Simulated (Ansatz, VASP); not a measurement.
**PbO2 in VASP and in Ansatz**

```
CELL_PARAMETERS angstrom
4.98665 0.00000 0.00000
0.00000 4.98665 0.00000
0.00000 0.00000 3.40324
ATOMIC_POSITIONS crystal
Pb 0.00000 0.00000 0.00000
Pb 0.50000 0.50000 0.50000
O 0.30728 0.30728 0.00000
O 0.19272 0.80728 0.50000
O 0.69272 0.69272 0.00000
O 0.80728 0.19272 0.50000
```

Alike in both runs: functional r2SCAN; k mesh 8 × 8 × 10; occupations gaussian, width 0.1 eV; no spin polarisation.

Ansatz relaxed the structure, and its values are those at the end. VASP's run is a single point on that final structure, the one shown.

|  | VASP | Ansatz |
| --- | --- | --- |
| version | VASP 6.6.1 | Ansatz 0.2.0 |
| potentials or method | VASP PAW PBE potentials, release 64 (Pb_d, O), cutoff 520 eV | scalar-relativistic, plane waves, PAW |
| valence electrons in the cell | 52 | 52 |

|  | VASP | Ansatz | Ansatz less VASP |
| --- | --- | --- | --- |
| pressure (GPa) | 0.9 | 0.0 | -0.90 |
| rms of the force components (eV/Å) | 0.008 | 0.000 | -0.0082 |

VASP's potentials were made for PBE, not for r2SCAN. The functional is the same, so the differences come from potentials, cutoffs and numerics.

Spin-orbit coupling is off throughout.
